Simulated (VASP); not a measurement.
# GaN (Fm-3m) in VASP: settings compared

Aim: see how the results for GaN move with the level of theory and the settings. Levels: r2SCAN, PBE, PBEsol, LDA. Tasks: single point, relaxation of cell and atoms.

Everything below comes from runs of VASP 6.6.1. Logs are shortened: lines on timing, memory, paths and dates and some standing lists are left out, and cuts for length are marked.

## (1) The cell of the first run

The structure is cubic, space group Fm-3m (No. 225). Conventional cell: a = 4.217 Å, b = 4.217 Å, c = 4.217 Å, α = 90.00°, β = 90.00°, γ = 90.00°. Within 2.8 Å of Ga (site symmetry m-3m) lie 6 N at 2.11 Å. N (site symmetry m-3m) has 6 Ga at 2.11 Å within 2.8 Å.

## (2) Single point, r2SCAN

Input file POSCAR:

```
GaN
1.0
    0.0000000000      2.1085153661      2.1085153661
    2.1085153661      0.0000000000      2.1085153661
    2.1085153661      2.1085153661      0.0000000000
Ga N
1 1
Direct
    0.5000000000      0.5000000000      0.5000000000
    0.0000000000      0.0000000000      0.0000000000
```

Input file INCAR.step1:

```
SYSTEM = GaN
PREC = Accurate
ENCUT = 520
ISMEAR = 0
SIGMA = 0.01
LREAL = .FALSE.
LASPH = .TRUE.
NELM = 60
NBANDS = 16
GGA = PE
ALGO = Normal
EDIFF = 1E-4
LWAVE = .TRUE.
LCHARG = .FALSE.
```

Input file INCAR.step2:

```
SYSTEM = GaN
PREC = Accurate
ENCUT = 520
EDIFF = 1E-6
ISMEAR = 0
SIGMA = 0.01
LREAL = .FALSE.
LASPH = .TRUE.
NELM = 60
ALGO = Normal
ISIF = 2
LWAVE = .FALSE.
LCHARG = .TRUE.
METAGGA = R2SCAN
LMIXTAU = .TRUE.
LELF = .TRUE.
LVHAR = .TRUE.
NBANDS = 16
ISTART = 1
```

Input file KPOINTS:

```
regular mesh
0
G
  10 10 10
  0 0 0
```

Potentials or basis: VASP PAW PBE potentials, release 64 (Ga_d, N).

Started as:

```sh
cat potpaw_PBE.64/Ga_d/POTCAR potpaw_PBE.64/N/POTCAR > POTCAR
cp INCAR.step1 INCAR
mpirun -np 1 vasp_std > vasp.out
cp INCAR.step2 INCAR
mpirun -np 1 vasp_std > vasp.out
```

OUTCAR:

```text
SYSTEM = GaN
   PREC = Accurate
   ENCUT = 520
   EDIFF = 1E-6
   ISMEAR = 0
   LREAL = .FALSE.
   LASPH = .TRUE.
   NELM = 60
   ISIF = 2
   METAGGA = R2SCAN
   ISTART = 1

 ion  position               nearest neighbor table
   1  0.500  0.500  0.500-   2 2.11   2 2.11   2 2.11   2 2.11   2 2.11   2 2.11
   2  0.000  0.000  0.000-   1 2.11   1 2.11   1 2.11   1 2.11   1 2.11   1 2.11

  LATTYP: Found a face centered cubic cell.
 ALAT       =     4.2170307322

  Lattice vectors:

 A1 = (   0.0000000000,   2.1085153661,   2.1085153661)
 A2 = (   2.1085153661,   0.0000000000,   2.1085153661)
 A3 = (   2.1085153661,   2.1085153661,   0.0000000000)

Analysis of symmetry for initial positions (statically):
=====================================================================
 Subroutine PRICEL returns:
 Original cell was already a primitive cell.

 Routine SETGRP: Setting up the symmetry group for a
 face centered cubic supercell.

 Subroutine GETGRP returns: Found 48 space group operations
 (whereof 48 operations were pure point group operations)
 out of a pool of 48 trial point group operations.

The static configuration has the point symmetry O_h .

Analysis of symmetry for dynamics (positions and initial velocities):
=====================================================================
 Subroutine PRICEL returns:
 Original cell was already a primitive cell.

 Routine SETGRP: Setting up the symmetry group for a
 face centered cubic supercell.

 Subroutine GETGRP returns: Found 48 space group operations
 (whereof 48 operations were pure point group operations)
 out of a pool of 48 trial point group operations.

The dynamic configuration has the point symmetry O_h .

 Subroutine INISYM returns: Found 48 space group operations
 (whereof 48 operations are pure point group operations),
 and found     1 'primitive' translations

----------------------------------------------------------------------------------------

                                     Primitive cell

  volume of cell :      18.7482

  direct lattice vectors                    reciprocal lattice vectors
     0.000000000  2.108515366  2.108515366    -0.237133676  0.237133676  0.237133676
     2.108515366  0.000000000  2.108515366     0.237133676 -0.237133676  0.237133676
     2.108515366  2.108515366  0.000000000     0.237133676  0.237133676 -0.237133676

  length of vectors
     2.981891027  2.981891027  2.981891027     0.410727575  0.410727575  0.410727575

  position of ions in fractional coordinates (direct lattice)
     0.500000000  0.500000000  0.500000000
     0.000000000  0.000000000  0.000000000

  ion indices of the primitive-cell ions
   primitive index   ion index
                 1           1
                 2           2

----------------------------------------------------------------------------------------

 KPOINTS: regular mesh

Automatic generation of k-mesh.
 Grid dimensions read from file:
 generate k-points for:   10   10   10

 Generating k-lattice:

  Cartesian coordinates                     Fractional coordinates (reciprocal lattice)
    -0.023713368  0.023713368  0.023713368     0.100000000  0.000000000  0.000000000
     0.023713368 -0.023713368  0.023713368     0.000000000  0.100000000  0.000000000
     0.023713368  0.023713368 -0.023713368     0.000000000  0.000000000  0.100000000

  Length of vectors
     0.041072758  0.041072758  0.041072758

  Shift w.r.t. Gamma in fractional coordinates (k-lattice)
     0.000000000  0.000000000  0.000000000

 Subroutine IBZKPT returns following result:
 ===========================================

 Found     47 irreducible k-points:

 Following reciprocal coordinates:
            Coordinates               Weight
  0.000000  0.000000  0.000000      1.000000
  0.100000  0.000000  0.000000      8.000000
  0.200000  0.000000  0.000000      8.000000
  0.300000  0.000000  0.000000      8.000000
  0.400000  0.000000  0.000000      8.000000
  0.500000  0.000000  0.000000      4.000000
[... 16 lines left out ...]
  0.300000  0.300000  0.000000      6.000000
  0.400000  0.300000  0.000000     24.000000
 [... further k-points ...]
   k-points           NKPTS =     47   k-points in BZ     NKDIM =     47   number of bands    NBANDS=     16
   number of dos      NEDOS =    301   number of ions     NIONS =      2
   total plane-waves  NPLWV =  13824
   dimension x,y,z NGX =    24 NGY =   24 NGZ =   24
   dimension x,y,z NGXF=    48 NGYF=   48 NGZF=   48
   ions per type =               1   1
   NGX,Y,Z   is equivalent  to a cutoff of  13.38, 13.38, 13.38 a.u.
   NGXF,Y,Z  is equivalent  to a cutoff of  26.76, 26.76, 26.76 a.u.
 SYSTEM =  GaN
   PREC   = accura    normal or accurate (medium, high low for compatibility)
   ISTART =      1    job   : 0-new  1-cont  2-samecut
   ICHARG =      0    charge: 1-file 2-atom 10-const
   ISPIN  =      1    spin polarized calculation?
   LNONCOLLINEAR =      F non collinear calculations
   LSORBIT =      F    spin-orbit coupling
   LASPH  =      T    aspherical Exc in radial PAW
   ENCUT  =  520.0 eV  38.22 Ry    6.18 a.u.   5.54  5.54  5.54*2*pi/ulx,y,z
   NELM   =     60;   NELMIN=  2; NELMDL=  0     # of ELM steps
   EDIFF  = 0.1E-05   stopping-criterion for ELM
   LREAL  =      F    real-space projection
   EDIFFG = 0.1E-04   stopping-criterion for IOM
   NSW    =      0    number of steps for IOM
   IBRION =     -1    ionic relax: 0-MD 1-quasi-New 2-CG
   NFREE  =      0    steps in history (QN), initial steepest desc. (CG)
   ISIF   =      2    stress and relaxation
   ISYM   =      2    0-nonsym 1-usesym 2-fastsym
   POTIM  = 0.5000    time-step for ionic-motion
   TEBEG  =    0.0;   TEEND  =   0.0 temperature during run
   PSTRESS=    0.0 pullay stress
   NELECT =      18.0000    total number of electrons
   NUPDOWN=      -1.0000    fix difference up-down
   EMIN   =  10.00;   EMAX   =-10.00  energy-range for DOS
   EFERMI =   0.00;   METHOD = LEGACY
   ISMEAR =     0;   SIGMA  =   0.01  broadening in eV -4-tet -1-fermi 0-gaus
   EFERMI_NEDOS =   21; number of points for ismear=-14 and -15
   IALGO  =     38    algorithm
   IMIX   =      4    mixing-type and parameters
     AMIX     =   0.40;   BMIX     =  1.00
     AMIX_MAG =   1.60;   BMIX_MAG =  1.00
  volume/ion in A,a.u.               =       9.37        63.26
  Fermi-wavevector in a.u.,A,eV,Ry     =   1.615024  3.051952 35.488097  2.608302
  Thomas-Fermi vector in A             =   2.709838
   LORBIT       =      0    0 simple, 1 ext, 2 COOP (PROOUT), +10 PAW based schemes
   METAGGA = R2SCAN    functional components
   LHFCALC =     F    Hartree Fock is set to
   AEXX    =    0.0000 exact exchange contribution
   IVDW    =     0    specifies the selected vdW correction
   LEPSILON=     F    determine dielectric tensor
   LRPA    =     F    only Hartree local field effects (RPA)
 non-spin polarized calculation
 Gauss-broadening in eV      SIGMA  =   0.01
  energy-cutoff  :      520.00
  volume of cell :       18.75
 maximum number of plane-waves:       531
 NGX is ok and might be reduce to    24
   NGX = 11   NGY = 11   NGZ = 11

 number of electron      18.0000008 magnetization

 Free energy of the ion-electron system (eV)
  ---------------------------------------------------
  ext. energy  EPLUGINS =         0.00000000
  ---------------------------------------------------
  free energy    TOTEN  =       -20.97607595 eV

  energy without entropy =      -20.97607595  energy(sigma->0) =      -20.97607595

 E-fermi :   7.8345     XC(G=0): -14.2193

 val. band max:        7.7177356603   @ k =  -0.2000   0.2000   0.0000
 cond. band min:       8.8954120192   @ k =   0.5000   0.5000   0.0000
 fundamental gap:      1.1776763589
 Fermi energy:         7.8345168299

 k-point     1 :       0.0000    0.0000    0.0000
  band No.  band energies     occupation
      1     -10.3894      2.00000
      2      -6.6375      2.00000
      3      -6.6375      2.00000
      4      -6.6375      2.00000
      5      -6.5680      2.00000
      6      -6.5680      2.00000
[... 8 lines left out ...]
     15      24.7667      0.00000
     16      24.7667      0.00000

 k-point     2 :       0.1000    0.0000    0.0000
  band No.  band energies     occupation
      1     -10.1920      2.00000
      2      -6.6454      2.00000
      3      -6.6304      2.00000
      4      -6.6303      2.00000
      5      -6.5799      2.00000
      6      -6.5799      2.00000
[... 8 lines left out ...]
     15      24.6516      0.00000
     16      24.6550      0.00000

 k-point     3 :       0.2000    0.0000    0.0000
  band No.  band energies     occupation
      1      -9.6215      2.00000
      2      -6.6723      2.00000
      3      -6.6722      2.00000
      4      -6.6670      2.00000
      5      -6.5498      2.00000
      6      -6.5497      2.00000
[... 8 lines left out ...]
     15      25.6714      0.00000
     16      25.6715      0.00000

 k-point     4 :       0.3000    0.0000    0.0000
  band No.  band energies     occupation
      1      -8.7589      2.00000
      2      -6.7472      2.00000
      3      -6.7471      2.00000
      4      -6.7003      2.00000
      5      -6.4879      2.00000
      6      -6.4878      2.00000
[... 8 lines left out ...]
     15      27.5603      0.00000
     16      27.5605      0.00000
[... 324 lines left out ...]
 k-point    22 :      -0.2000    0.2000    0.0000
  band No.  band energies     occupation
      1      -8.6371      2.00000
      2      -6.7468      2.00000
      3      -6.7272      2.00000
      4      -6.6737      2.00000
      5      -6.5304      2.00000
      6      -6.2851      2.00000
[... 8 lines left out ...]
     15      27.8346      0.00000
     16      29.9292      0.00000

 k-point    23 :       0.3000    0.3000    0.0000
  band No.  band energies     occupation
      1      -8.8562      2.00000
      2      -6.7529      2.00000
      3      -6.4955      2.00000
      4      -6.4704      2.00000
      5      -6.4704      2.00000
      6      -6.1267      2.00000
[... 8 lines left out ...]
     15      32.7027      0.00000
     16      34.7069      0.00000

 k-point    24 :       0.4000    0.3000    0.0000
  band No.  band energies     occupation
      1      -8.6556      2.00000
      2      -6.7665      2.00000
      3      -6.5265      2.00000
      4      -6.4571      2.00000
      5      -6.4091      2.00000
      6      -5.5037      2.00000
[... 8 lines left out ...]
     15      33.6225      0.00000
     16      35.2736      0.00000

 [... further k-points ...]
[... 5 lines left out ...]
  --------------------------------------------------------------------------------------
  -------------------------------------------------------------------------------------
  Total        0.1546658      0.1546658      0.1546658      0.0000000      0.0000000      0.0000000
  in kB       13.2173561     13.2173561     13.2173561      0.0000000      0.0000000      0.0000000
  external PRESSURE =      13.2173561 kB  Pullay stress =       0.0000000 kB

 VOLUME and BASIS-vectors are now :
 -----------------------------------------------------------------------------
  energy-cutoff  :      520.00
  volume of cell :       18.75
      direct lattice vectors                 reciprocal lattice vectors
     0.000000000  2.108515366  2.108515366    -0.237133676  0.237133676  0.237133676
     2.108515366  0.000000000  2.108515366     0.237133676 -0.237133676  0.237133676
     2.108515366  2.108515366  0.000000000     0.237133676  0.237133676 -0.237133676

 POSITION                                       TOTAL-FORCE (eV/Angst)
 -----------------------------------------------------------------------------------
      2.10852      2.10852      2.10852        -0.000000     -0.000000     -0.000000
      0.00000      0.00000      0.00000         0.000000      0.000000      0.000000
 -----------------------------------------------------------------------------------
    total drift:                                0.000000     -0.000000      0.000000

  FREE ENERGIE OF THE ION-ELECTRON SYSTEM (eV)
  ---------------------------------------------------
  free  energy   TOTEN  =       -20.9760759488 eV

  energy  without entropy=      -20.9760759488  energy(sigma->0) =      -20.97607595
```

It took 44 s on 1 thread of Intel Xeon Platinum 8488C (Sapphire Rapids), shared host; peak memory 0.14 GiB.

What came out:

```
Free energy            : -20.9761 eV
Pressure               : 1.3 GPa
Band gap on the k mesh : 1.18 eV, indirect (least direct gap 3.41 eV)
```

Caveat: the PAW data sets were made with another functional, which shifts forces and pressure a little. A k mesh can miss the band edges.

## (3) Relaxation of cell and atoms, PBE

This run uses another cell than the first one, of 7.91 Å³/atom, 0.844 times its volume.

Input file INCAR:

```
SYSTEM = GaN
PREC = Accurate
ENCUT = 600
EDIFF = 1E-6
ISMEAR = -1
SIGMA = 0.02
LREAL = .False.
LASPH = .True.
NELM = 60
ALGO = Normal
ISIF = 3
LWAVE = .False.
LCHARG = .False.
GGA = PE
IBRION = 2
NSW = 80
EDIFFG = -0.005
```

Input file KPOINTS:

```
Automatic mesh
0
Gamma
  10 10 10
  0 0 0
```

Input file POSCAR:

```
GaN
1.0
    0.0000000000      1.9925000000      1.9925000000
    1.9925000000      0.0000000000      1.9925000000
    1.9925000000      1.9925000000      0.0000000000
Ga N
1 1
Direct
    0.5000000000      0.5000000000      0.5000000000
    0.0000000000      0.0000000000      0.0000000000
```

Potentials or basis: VASP PAW PBE potentials, release 64 (Ga_d, N).

Started as:

```sh
cat potpaw_PBE.64/Ga_d/POTCAR potpaw_PBE.64/N/POTCAR > POTCAR
mpirun -np 1 vasp_std > vasp.out
```

OUTCAR:

```text
SYSTEM = GaN
   PREC = Accurate
   ENCUT = 600
   EDIFF = 1E-6
   ISMEAR = -1
   LREAL = .False.
   LASPH = .True.
   NELM = 60
   ISIF = 3
   GGA = PE
   IBRION = 2
   NSW = 80
   EDIFFG = -0.005

 ion  position               nearest neighbor table
   1  0.500  0.500  0.500-   2 1.99   2 1.99   2 1.99   2 1.99   2 1.99   2 1.99
   2  0.000  0.000  0.000-   1 1.99   1 1.99   1 1.99   1 1.99   1 1.99   1 1.99

  LATTYP: Found a face centered cubic cell.
 ALAT       =     3.9850000000

  Lattice vectors:

 A1 = (   0.0000000000,   1.9925000000,   1.9925000000)
 A2 = (   1.9925000000,   0.0000000000,   1.9925000000)
 A3 = (   1.9925000000,   1.9925000000,   0.0000000000)

Analysis of symmetry for initial positions (statically):
=====================================================================
 Subroutine PRICEL returns:
 Original cell was already a primitive cell.

 Routine SETGRP: Setting up the symmetry group for a
 face centered cubic supercell.

 Subroutine GETGRP returns: Found 48 space group operations
 (whereof 48 operations were pure point group operations)
 out of a pool of 48 trial point group operations.

The static configuration has the point symmetry O_h .

Analysis of symmetry for dynamics (positions and initial velocities):
=====================================================================
[... 166 lines left out ...]

 k-point     1 :       0.0000    0.0000    0.0000
  band No.  band energies     occupation
      1      -8.9416      2.00000
      2      -3.6887      2.00000
      3      -3.6887      2.00000
      4      -3.6887      2.00000
      5      -3.5393      2.00000
      6      -3.5393      2.00000
      7       9.5543      2.00000
      8       9.5543      2.00000
      9       9.5543      2.00000
     10      14.7637      0.00000
     11      26.1195      0.00000
     12      26.1195      0.00000
     13      26.1195      0.00000
[... 469 lines left out ...]
  FREE ENERGIE OF THE ION-ELECTRON SYSTEM (eV)
  ---------------------------------------------------
  free  energy   TOTEN  =       -11.2024842538 eV

  energy  without entropy=      -11.2024832849  energy(sigma->0) =      -11.20248377

[... ionic steps 4 to 13 ...]

--------------------------------------- Ionic step       14  -------------------------------------------

 number of electron      18.0000005 magnetization

------------------------ aborting loop because EDIFF is reached ----------------------------------------
[... 67 lines left out ...]
--------------------------------------- Ionic step       16  -------------------------------------------

 number of electron      18.0000005 magnetization

 Free energy of the ion-electron system (eV)
  ---------------------------------------------------
  ext. energy  EPLUGINS =         0.00000000
  ---------------------------------------------------
  free energy    TOTEN  =       -11.20362454 eV

  energy without entropy =      -11.20362430  energy(sigma->0) =      -11.20362442

 E-fermi :   7.6975     XC(G=0): -12.8948

 val. band max:        7.4690414762   @ k =  -0.2000   0.2000   0.0000
 cond. band min:       7.8843038983   @ k =   0.5000   0.5000   0.0000
 fundamental gap:      0.4152624222
 Fermi energy:         7.6974816479

 k-point     1 :       0.0000    0.0000    0.0000
  band No.  band energies     occupation
      1      -9.4853      2.00000
      2      -6.5075      2.00000
      3      -6.5075      2.00000
      4      -6.5075      2.00000
      5      -6.4207      2.00000
      6      -6.4207      2.00000
      7       7.0192      2.00000
      8       7.0192      2.00000
      9       7.0192      2.00000
     10       9.3638      0.00000
     11      22.0297      0.00000
     12      22.0297      0.00000
     13      22.8530      0.00000
[... 397 lines left out ...]
  FREE ENERGIE OF THE ION-ELECTRON SYSTEM (eV)
  ---------------------------------------------------
  free  energy   TOTEN  =       -11.2036245436 eV

  energy  without entropy=      -11.2036242967  energy(sigma->0) =      -11.20362442

 reached required accuracy - stopping structural energy minimisation
```

Run time: 58 s. Hardware: 1 thread of Intel Xeon Platinum 8488C (Sapphire Rapids), shared host; peak memory 0.15 GiB.

What came out:

* Free energy: -11.2036 eV
* Relaxed volume: 9.75 Å³/atom
* Relaxed cell: a = 3.021 Å, b = 3.021 Å, c = 3.021 Å, α = 60.00°, β = 60.00°, γ = 60.00°
* Space group after relaxing (to 0.05 Å): Fm-3m (No. 225)
* Energy gained by relaxing: 333.1 meV/atom
* Ionic steps: 16
* Pressure after relaxing: 0.0 GPa
* Band gap on the k mesh: 0.42 eV, indirect (least direct gap 2.34 eV)

Step by step:
```
step  energy change (eV)  largest force (eV/Å)  pressure (GPa)  volume (Å³)
   1              0.0000                0.0000           70.03        15.82
   2             -0.0148                0.0000          -29.15        25.13
   3             -0.6650                0.0000           -2.15        19.70
   4             -0.6661                0.0000           -0.17        19.54
   5             -0.6661                0.0000            0.65        19.46
   6             -0.6661                0.0000            0.56        19.46
   7             -0.6661                0.0000            0.29        19.47
   8             -0.6661                0.0000            0.43        19.47
   9             -0.6661                0.0000            0.45        19.47
  10             -0.6661                0.0000            0.44        19.47
  11             -0.6661                0.0000            0.44        19.47
  12             -0.6661                0.0000            0.46        19.47
  13             -0.6661                0.0000            0.29        19.47
  14             -0.6661                0.0000            0.37        19.48
  15             -0.6661                0.0000            0.31        19.49
  16             -0.6661                0.0000            0.02        19.50
```

Final structure:
```
Ga N
1.0
     0.00000    2.13645    2.13645
     2.13645    0.00000    2.13645
     2.13645    2.13645    0.00000
Ga N
1 1
Direct
  0.50000 0.50000 0.50000
  0.00000 0.00000 0.00000
```

Levels at points of the mesh, in eV from the valence-band top:
| k point | band 6 | band 7 | band 8 | band 9 | band 10 | band 11 | band 12 | band 13 |
| --- | --- | --- | --- | --- | --- | --- | --- | --- |
| (0.00, 0.00, 0.00) | -13.89 | -0.45 | -0.45 | -0.45 | 1.89 | 14.56 | 14.56 | 15.38 |
| (0.50, 0.00, 0.00) | -13.77 | -8.05 | -0.15 | -0.15 | 4.58 | 8.94 | 8.94 | 9.01 |
| (0.50, 0.50, 0.00) | -11.03 | -6.84 | -2.89 | -2.89 | 0.42 | 7.82 | 11.62 | 14.11 |

Caveat: the volume moved by over 15 % at a fixed basis, so the end points are rough; the volume moved by +23 % from the deposited cell, more than functionals usually miss. A k mesh can miss the band edges.

[end of part 1 of 2]
